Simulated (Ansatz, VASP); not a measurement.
# Sn in VASP and in Ansatz

```xyz
1
Lattice="0.0000 2.4186 2.4186 2.4186 0.0000 2.4186 2.4186 2.4186 0.0000" Properties=species:S:1:pos:R:3 pbc="T T T"
Sn    0.0000    0.0000    0.0000
```

Alike in both runs: functional PBE; k mesh 10 × 10 × 10; occupations gaussian, width 0.1 eV; no spin polarisation.

Ansatz relaxed the structure, and its values are those at the end. VASP's run is a single point on that final structure, the one shown.

```csv
,VASP,Ansatz
version,VASP 6.6.1,Ansatz 0.2.0
potentials or method,"VASP PAW PBE potentials, release 64 (Sn_d), cutoff 500 eV","scalar-relativistic, plane waves, PAW"
valence electrons in the cell,14,14
```

|  | VASP | Ansatz | Ansatz less VASP |
| --- | --- | --- | --- |
| gap on the k mesh at the Fermi level (eV) | none | none | - |
| pressure (GPa) | -0.3 | -0.2 | +0.03 |

A gap of «none» marks a metal or a gap that the smearing closes. With one functional, cell and mesh, what is left measures potentials, basis and numerics.
